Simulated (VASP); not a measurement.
In6O: single point with PBE

Crystal: In6O.

```
In O
1.0
     3.02662    1.74742    5.80293
    -3.02662    1.74742    5.80293
     0.00000   -3.49484    5.80293
In O
6 1
Direct
  0.50000 0.50000 0.00000
  0.00000 0.50000 0.50000
  0.50000 0.00000 0.50000
  0.87229 0.87229 0.87229
  0.12771 0.12771 0.12771
  0.50000 0.50000 0.50000
  0.00000 0.00000 0.00000
```

The cell was built from a structure type or drawn by symmetry, and may not be a known phase.

```json
{
 "Program": "VASP 6.6.1",
 "Task": "single point",
 "Functional": "PBE",
 "Potentials or basis": "VASP PAW PBE potentials, release 64 (In_d, O)",
 "Cutoff": "600 eV",
 "k mesh": "3 × 3 × 3",
 "Occupations": "gaussian, width 0.2 eV",
 "Spin": "no spin polarisation",
 "Dipole correction": "no",
 "Further INCAR settings": "ALGO = Normal; EDIFF = 1e-06; NBANDS = 51"
}
```

```yaml
Pressure: 0.0 GPa
Largest_force: 0.025 eV/Å
Band_gap_on_the_k_mesh: zero (bands 42 and 43 overlap by 0.76 eV)
```

Forces in eV/Å, atoms in the order of the input:
```
In   0.000  0.000  0.000
In   0.000  0.000  0.000
In   0.000  0.000  0.000
In   0.000  0.000  0.025
In   0.000  0.000 -0.025
In   0.000  0.000  0.000
O    0.000  0.000  0.000
```

Stress tensor (GPa, compression positive):
```
-0.07  0.00  0.00
 0.00 -0.07  0.00
 0.00  0.00  0.10
```

Levels at points of the mesh, in eV from the Fermi level:
```tsv
k point	band 40	band 41	band 42	band 43	band 44	band 45
(0.00, 0.00, 0.00)	-2.38	-1.90	-0.54	-0.54	-0.27	0.35
```

It took 5.4 min on 1 thread of Intel Xeon 8259CL (shared host), peak memory 0.41 GiB.

Caveat: the k points lie up to 0.42 Å⁻¹ apart, too coarse for converged energies and pressures of a metal; spin-orbit coupling is left out, which moves the levels of the heavy elements.
